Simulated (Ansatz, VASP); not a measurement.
TiCo in VASP and in Ansatz

```
Ti Co
1.0
     2.65353    0.00000    0.00000
    -1.32676    2.29802    0.00000
     0.00000    0.00000    4.55304
Ti Co
1 1
Direct
  0.00000 0.00000 0.00000
  0.00000 0.00000 0.50000
```

Alike in both runs: functional PBE; k mesh 12 × 12 × 4; occupations gaussian, width 0.1 eV; collinear spin.

Ansatz relaxed the structure, and its values are those at the end. VASP's run is a single point on that final structure, the one shown.

```csv
,VASP,Ansatz
version,VASP 6.6.1,Ansatz 0.2.0
potentials or method,"VASP PAW PBE potentials, release 64 (Ti_sv, Co), cutoff 520 eV","scalar-relativistic, plane waves, PAW"
valence electrons in the cell,21,29
```

|  | VASP | Ansatz | Ansatz less VASP |
| --- | --- | --- | --- |
| gap on the k mesh at the Fermi level (eV) | none | none | - |
| pressure (GPa) | -0.2 | 0.0 | +0.25 |
| net moment per atom (μB) | 0.35 | 0.35 | +0.004 |
| size of the moment on the site where the two differ most (μB) | 0.77 | 0.78 | +0.018 |

Site moments also hang on the region over which each program counts them. A gap of «none» marks a metal or a gap that the smearing closes. The functional is the same, so the differences come from potentials, cutoffs and numerics. VASP's potentials hold 21 valence electrons a cell and Ansatz's 29, so a difference there can come from the potentials and not from the codes.
